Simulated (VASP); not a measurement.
# Pt (P2_1/m) in VASP: single point with PBEsol

Aim: the single point of Pt with PBEsol.

All numbers are computed with VASP 6.6.1; they aren't measurements. Logs are shortened: lines on timing, memory, paths and dates and some standing lists are left out, and cuts for length are marked.

### 1 The cell of the first run

It takes space group P2_1/m (No. 11, monoclinic). Conventional cell: a = 2.725 Å, b = 4.707 Å, c = 2.725 Å, α = 90.00°, β = 120.00°, γ = 90.00°. Within 3.5 Å of Pt (site symmetry m) lie 14 Pt at 2.54 to 3.42 Å.

### 2 Single point, PBEsol (atoms displaced along a vibrational mode)

Input file INCAR:

```
ALGO = Fast
EDIFF = 1E-6
ENCUT = 520
GGA = PS
ISIF = 2
ISMEAR = 0
LASPH = True
LCHARG = True
LELF = True
LREAL = False
LVHAR = True
LWAVE = False
NBANDS = 28
NELM = 80
PREC = Accurate
SIGMA = 0.15
```

Input file KPOINTS:

```
k-points
0
Gamma
  22 14 14
```

Input file POSCAR:

```
Pt
1.0
   -2.7251696203      0.0000000000      0.0000000000
    0.0000000000      0.0000000000     -4.7068056308
    0.0000000000     -4.7201322416      0.0000000000
Pt
4
Direct
    0.8532201456      0.2500000000      0.3333333333
    0.3532201456      0.2500000000      0.8333333333
    0.6467798544      0.7500000000      0.1666666667
    0.1467798544      0.7500000000      0.6666666667
```

Potentials or basis: VASP PAW PBE potentials, release 64 (Pt).

Command:

```
> cat potpaw_PBE.64/Pt/POTCAR > POTCAR
> mpirun -np 1 vasp_std > vasp.out
```

OUTCAR:

```text
EDIFF = 1E-6
   ENCUT = 520
   GGA = PS
   ISIF = 2
   ISMEAR = 0
   LASPH = True
   LREAL = False
   NELM = 80
   PREC = Accurate

 ion  position               nearest neighbor table
   1  0.853  0.250  0.333-   3 2.54   3 2.54   2 2.73   2 2.73   2 2.73   2 2.73   4 2.94   4 2.94
                             3 3.29   3 3.29   4 3.42   4 3.42
   2  0.353  0.250  0.833-   4 2.54   4 2.54   1 2.73   1 2.73   1 2.73   1 2.73   3 2.94   3 2.94
                             4 3.29   4 3.29   3 3.42   3 3.42
   3  0.647  0.750  0.167-   1 2.54   1 2.54   4 2.73   4 2.73   4 2.73   4 2.73   2 2.94   2 2.94
                             1 3.29   1 3.29   2 3.42   2 3.42
   4  0.147  0.750  0.667-   2 2.54   2 2.54   3 2.73   3 2.73   3 2.73   3 2.73   1 2.94   1 2.94
                             2 3.29   2 3.29   1 3.42   1 3.42

  LATTYP: Found a simple orthorhombic cell.
 ALAT       =     2.7251696203
 B/A-ratio  =     1.7271606126
 C/A-ratio  =     1.7320508076

  Lattice vectors:

 A1 = (  -2.7251696203,   0.0000000000,   0.0000000000)
 A2 = (   0.0000000000,   0.0000000000,  -4.7068056308)
 A3 = (   0.0000000000,  -4.7201322416,   0.0000000000)

Analysis of symmetry for initial positions (statically):
=====================================================================
 Subroutine PRICEL returns following result:

  LATTYP: Found a hexagonal cell.
 ALAT       =     2.7251696203
 C/A-ratio  =     1.7271606126

  Lattice vectors:

 A1 = (  -1.3625848101,  -2.3600661208,   0.0000000000)
 A2 = (  -1.3625848101,   2.3600661208,   0.0000000000)
 A3 = (   0.0000000000,   0.0000000000,  -4.7068056308)

   2 primitive cells build up your supercell.

 Routine SETGRP: Setting up the symmetry group for a
 simple orthorhombic supercell.

 Subroutine GETGRP returns: Found  4 space group operations
 (whereof  2 operations were pure point group operations)
 out of a pool of  8 trial point group operations.

The static configuration has the point symmetry S_2 .
 The point group associated with its full space group is C_2h.

Analysis of symmetry for dynamics (positions and initial velocities):
=====================================================================
 Subroutine PRICEL returns following result:

  LATTYP: Found a hexagonal cell.
 ALAT       =     2.7251696203
 C/A-ratio  =     1.7271606126

  Lattice vectors:

 A1 = (  -1.3625848101,  -2.3600661208,   0.0000000000)
 A2 = (  -1.3625848101,   2.3600661208,   0.0000000000)
 A3 = (   0.0000000000,   0.0000000000,  -4.7068056308)

   2 primitive cells build up your supercell.

 Routine SETGRP: Setting up the symmetry group for a
 simple orthorhombic supercell.

 Subroutine GETGRP returns: Found  4 space group operations
 (whereof  2 operations were pure point group operations)
 out of a pool of  8 trial point group operations.

The dynamic configuration has the point symmetry S_2 .
 The point group associated with its full space group is C_2h.

 Subroutine INISYM returns: Found  4 space group operations
 (whereof  2 operations are pure point group operations),
 and found     2 'primitive' translations

----------------------------------------------------------------------------------------

                                     Primitive cell

  volume of cell :      30.2722

  direct lattice vectors                    reciprocal lattice vectors
    -1.362584810 -2.360066121  0.000000000    -0.366949636 -0.211858471  0.000000000
    -1.362584810  2.360066121  0.000000000    -0.366949636  0.211858471  0.000000000
     0.000000000  0.000000000 -4.706805631     0.000000000  0.000000000 -0.212458316

  length of vectors
     2.725169620  2.725169620  4.706805631     0.423716942  0.423716942  0.212458316

  position of ions in fractional coordinates (direct lattice)
     0.186553479  0.519886812  0.250000000
     0.813446521  0.480113188  0.750000000

  ion indices of the primitive-cell ions
   primitive index   ion index
                 1           1
                 2           3

----------------------------------------------------------------------------------------

 KPOINTS: k-points

Automatic generation of k-mesh.
 Grid dimensions read from file:
 generate k-points for:   22   14   14

 Generating k-lattice:

  Cartesian coordinates                     Fractional coordinates (reciprocal lattice)
    -0.016679529  0.000000000  0.000000000     0.045454545  0.000000000  0.000000000
     0.000000000  0.000000000 -0.015175594     0.000000000  0.071428571  0.000000000
     0.000000000 -0.015132748  0.000000000     0.000000000  0.000000000  0.071428571

  Length of vectors
     0.016679529  0.015175594  0.015132748

  Shift w.r.t. Gamma in fractional coordinates (k-lattice)
     0.000000000  0.000000000  0.000000000

 Subroutine IBZKPT returns following result:
 ===========================================

 Found   1248 irreducible k-points:

 Following reciprocal coordinates:
            Coordinates               Weight
  0.000000  0.000000  0.000000      1.000000
  0.045455  0.000000  0.000000      2.000000
  0.090909  0.000000  0.000000      2.000000
  0.136364  0.000000  0.000000      2.000000
  0.181818  0.000000  0.000000      2.000000
  0.227273  0.000000  0.000000      2.000000
[... 16 lines left out ...]
  0.454545  0.071429  0.000000      4.000000
  0.500000  0.071429  0.000000      2.000000
 [... further k-points ...]
   k-points           NKPTS =   1248   k-points in BZ     NKDIM =   1248   number of bands    NBANDS=     28
   number of dos      NEDOS =    301   number of ions     NIONS =      4
   total plane-waves  NPLWV =  25920
   dimension x,y,z NGX =    20 NGY =   36 NGZ =   36
   dimension x,y,z NGXF=    40 NGYF=   72 NGZF=   72
   ions per type =               4
   NGX,Y,Z   is equivalent  to a cutoff of  12.20, 12.72, 12.68 a.u.
   NGXF,Y,Z  is equivalent  to a cutoff of  24.40, 25.43, 25.36 a.u.
 SYSTEM =  unknown system
   PREC   = accura    normal or accurate (medium, high low for compatibility)
   ISTART =      0    job   : 0-new  1-cont  2-samecut
   ICHARG =      2    charge: 1-file 2-atom 10-const
   ISPIN  =      1    spin polarized calculation?
   LNONCOLLINEAR =      F non collinear calculations
   LSORBIT =      F    spin-orbit coupling
   LASPH  =      T    aspherical Exc in radial PAW
   ENCUT  =  520.0 eV  38.22 Ry    6.18 a.u.   5.07  8.75  8.78*2*pi/ulx,y,z
   NELM   =     80;   NELMIN=  2; NELMDL= -5     # of ELM steps
   EDIFF  = 0.1E-05   stopping-criterion for ELM
   LREAL  =      F    real-space projection
   EDIFFG = 0.1E-04   stopping-criterion for IOM
   NSW    =      0    number of steps for IOM
   IBRION =     -1    ionic relax: 0-MD 1-quasi-New 2-CG
   NFREE  =      0    steps in history (QN), initial steepest desc. (CG)
   ISIF   =      2    stress and relaxation
   ISYM   =      2    0-nonsym 1-usesym 2-fastsym
   POTIM  = 0.5000    time-step for ionic-motion
   TEBEG  =    0.0;   TEEND  =   0.0 temperature during run
   PSTRESS=    0.0 pullay stress
   NELECT =      40.0000    total number of electrons
   NUPDOWN=      -1.0000    fix difference up-down
   EMIN   =  10.00;   EMAX   =-10.00  energy-range for DOS
   EFERMI =   0.00;   METHOD = LEGACY
   ISMEAR =     0;   SIGMA  =   0.15  broadening in eV -4-tet -1-fermi 0-gaus
   EFERMI_NEDOS =   21; number of points for ismear=-14 and -15
   IALGO  =     68    algorithm
   IMIX   =      4    mixing-type and parameters
     AMIX     =   0.40;   BMIX     =  1.00
     AMIX_MAG =   1.60;   BMIX_MAG =  1.00
  volume/ion in A,a.u.               =      15.14       102.14
  Fermi-wavevector in a.u.,A,eV,Ry     =   1.425838  2.694443 27.660833  2.033014
  Thomas-Fermi vector in A             =   2.546179
   LORBIT       =      0    0 simple, 1 ext, 2 COOP (PROOUT), +10 PAW based schemes
   GGA     = PS    functional components
   LHFCALC =     F    Hartree Fock is set to
   AEXX    =    0.0000 exact exchange contribution
   IVDW    =     0    specifies the selected vdW correction
   LEPSILON=     F    determine dielectric tensor
   LRPA    =     F    only Hartree local field effects (RPA)
 non-spin polarized calculation
 RMM-DIIS sequential band-by-band and
 Gauss-broadening in eV      SIGMA  =   0.15
  energy-cutoff  :      520.00
  volume of cell :       60.54
 maximum number of plane-waves:      1652
   NGX = 11   NGY = 17   NGZ = 17

 number of electron      40.0000001 magnetization

 Free energy of the ion-electron system (eV)
  ---------------------------------------------------
  ext. energy  EPLUGINS =         0.00000000
  ---------------------------------------------------
  free energy    TOTEN  =       -27.37801753 eV

  energy without entropy =      -27.33614929  energy(sigma->0) =      -27.35708341

 E-fermi :  11.0095     XC(G=0): -13.5797

 val. band max:       11.0090825300   @ k =   0.3636   0.0000  -0.4286
 cond. band min:      11.0096532282   @ k =   0.4091   0.2857   0.4286
 fundamental gap:      0.0005706982
 Fermi energy:        11.0094792288

 k-point     1 :       0.0000    0.0000    0.0000
  band No.  band energies     occupation
      1       0.7951      2.00000
      2       3.6932      2.00000
      3       4.2338      2.00000
      4       4.8824      2.00000
      5       4.9477      2.00000
      6       5.6660      2.00000
[... 20 lines left out ...]
     27      20.0523      0.00000
     28      21.1902      0.00000

 k-point     2 :       0.0455    0.0000    0.0000
  band No.  band energies     occupation
      1       0.8523      2.00000
      2       3.7461      2.00000
      3       4.2980      2.00000
      4       4.9449      2.00000
      5       4.9661      2.00000
      6       5.6853      2.00000
[... 20 lines left out ...]
     27      20.1390      0.00000
     28      21.1698      0.00000

 k-point     3 :       0.0909    0.0000    0.0000
  band No.  band energies     occupation
      1       1.0216      2.00000
      2       3.9006      2.00000
      3       4.4861      2.00000
      4       5.0202      2.00000
      5       5.1239      2.00000
      6       5.7395      2.00000
[... 20 lines left out ...]
     27      20.3891      0.00000
     28      21.0898      0.00000

 k-point     4 :       0.1364    0.0000    0.0000
  band No.  band energies     occupation
      1       1.2960      2.00000
      2       4.1436      2.00000
      3       4.7837      2.00000
      4       5.1076      2.00000
      5       5.3877      2.00000
      6       5.8176      2.00000
[... 20 lines left out ...]
     27      20.7731      0.00000
     28      20.9020      0.00000

 k-point     5 :       0.1818    0.0000    0.0000
  band No.  band energies     occupation
      1       1.6639      2.00000
      2       4.4540      2.00000
      3       5.1636      2.00000
      4       5.2231      2.00000
      5       5.6525      2.00000
      6       5.8999      2.00000
[... 20 lines left out ...]
     27      20.6986      0.00000
     28      21.2392      0.00000

 k-point     6 :       0.2273    0.0000    0.0000
  band No.  band energies     occupation
      1       2.1091      2.00000
      2       4.8029      2.00000
      3       5.3569      2.00000
      4       5.5664      2.00000
      5       5.8112      2.00000
      6       5.9584      2.00000
[... 463 lines left out ...]
      5       5.6808      2.00000
      6       5.9073      2.00000
[... 20 lines left out ...]
     27      21.2169      0.00000
     28      22.2153      0.00000

 k-point    22 :       0.4091    0.0714    0.0000
  band No.  band energies     occupation
      1       4.2061      2.00000
      2       5.2442      2.00000
      3       5.3114      2.00000
      4       5.3898      2.00000
      5       5.7666      2.00000
      6       5.9519      2.00000
[... 20 lines left out ...]
     27      20.2835      0.00000
     28      20.8439      0.00000

 k-point    23 :       0.4545    0.0714    0.0000
  band No.  band energies     occupation
      1       4.6194      2.00000
      2       5.1017      2.00000
      3       5.1981      2.00000
      4       5.2609      2.00000
      5       5.7913      2.00000
      6       5.9161      2.00000
[... 20 lines left out ...]
     27      19.1633      0.00000
     28      19.7288      0.00000

 k-point    24 :       0.5000    0.0714    0.0000
  band No.  band energies     occupation
      1       4.9201      2.00000
      2       4.9201      2.00000
      3       5.1765      2.00000
      4       5.1765      2.00000
      5       5.8372      2.00000
      6       5.8372      2.00000
[... 20 lines left out ...]
     27      19.6152      0.00000
     28      19.6153      0.00000

 [... further k-points ...]

------------------------ aborting loop because EDIFF is reached ----------------------------------------

  FORCE on cell =-STRESS in cart. coord.  units (eV):
  Direction    XX          YY          ZZ          XY          YZ          ZX
  --------------------------------------------------------------------------------------
  -------------------------------------------------------------------------------------
  Total       -0.0933370     -0.3520733      7.2668940      0.2020302      0.0000000      0.0000000
  in kB       -2.4699629     -9.3168636    192.3027251      5.3462942      0.0000000      0.0000000
  external PRESSURE =      60.1719662 kB  Pullay stress =       0.0000000 kB

 VOLUME and BASIS-vectors are now :
 -----------------------------------------------------------------------------
  energy-cutoff  :      520.00
  volume of cell :       60.54
      direct lattice vectors                 reciprocal lattice vectors
    -2.725169620  0.000000000  0.000000000    -0.366949636  0.000000000  0.000000000
     0.000000000  0.000000000 -4.706805631     0.000000000  0.000000000 -0.212458316
     0.000000000 -4.720132242  0.000000000     0.000000000 -0.211858471  0.000000000

 POSITION                                       TOTAL-FORCE (eV/Angst)
 -----------------------------------------------------------------------------------
     -2.32517     -1.57338     -1.17670        -0.486296     -0.813041     -0.000000
     -0.96258     -3.93344     -1.17670        -0.486296     -0.813041     -0.000000
     -1.76258     -0.78669     -3.53010         0.486296      0.813041      0.000000
     -0.40000     -3.14675     -3.53010         0.486296      0.813041      0.000000
 -----------------------------------------------------------------------------------
    total drift:                               -0.000000     -0.000000      0.000000

  FREE ENERGIE OF THE ION-ELECTRON SYSTEM (eV)
  ---------------------------------------------------
  free  energy   TOTEN  =       -27.3780175322 eV

  energy  without entropy=      -27.3361492857  energy(sigma->0) =      -27.35708341
```

Run time: 30 min. Hardware: 1 thread of Oxide Virtual Turin-like, shared host; peak memory 1.4 GiB.

Results:

```
Free energy            : -27.3780 eV
Pressure               : 6.0 GPa
Largest force          : 0.947 eV/Å
Band gap on the k mesh : zero (bands 20 and 21 overlap by 1.95 eV)
```

Forces in eV/Å, atoms in the order of the input:
```
Pt  -0.486 -0.813  0.000
Pt  -0.486 -0.813  0.000
Pt   0.486  0.813  0.000
Pt   0.486  0.813  0.000
```

Stress tensor (GPa, compression positive):
```
-0.25  0.53  0.00
 0.53 -0.93  0.00
 0.00  0.00 19.23
```

Caveat: the cell differs from its parent crystal (atoms displaced along a vibrational mode); the cell stands under pressure; the PAW data sets were made with another functional, which shifts forces and pressure a little; spin-orbit coupling is left out, which moves the levels of the heavy elements.
